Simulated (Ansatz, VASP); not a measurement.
## Two plane-wave programs on SbO4

```
Sb O
1.0
     4.27698    0.00000    0.00000
    -2.13849    3.70398    0.00000
     0.00000    0.00000    3.66445
Sb O
1 4
Direct
  0.00000 0.00000 0.00000
  0.33333 0.66667 0.67943
  0.33333 0.66667 0.32057
  0.66667 0.33333 0.32057
  0.66667 0.33333 0.67943
```

Alike in both runs: functional PBE; k mesh 12 × 12 × 10; occupations gaussian, width 0.1 eV; no spin polarisation.

Ansatz relaxed the structure, and its values are those at the end. VASP's run is a single point on that final structure, the one shown.

|  | VASP | Ansatz |
| --- | --- | --- |
| version | VASP 6.6.1 | Ansatz 0.2.0 |
| potentials or method | VASP PAW PBE potentials, release 64 (Sb, O), cutoff 520 eV | scalar-relativistic, plane waves, PAW |
| valence electrons in the cell | 29 | 39 |

|  | VASP | Ansatz | Ansatz less VASP |
| --- | --- | --- | --- |
| gap on the k mesh at the Fermi level (eV) | none | none | - |
| pressure (GPa) | 0.4 | 0.0 | -0.43 |
| rms of the force components (eV/Å) | 0.251 | 0.000 | -0.2515 |

A gap of «none» marks a metal or a gap that the smearing closes. VASP's potentials hold 29 valence electrons a cell and Ansatz's 39, so a difference there can come from the potentials and not from the codes.

Neither program's run includes spin-orbit coupling.
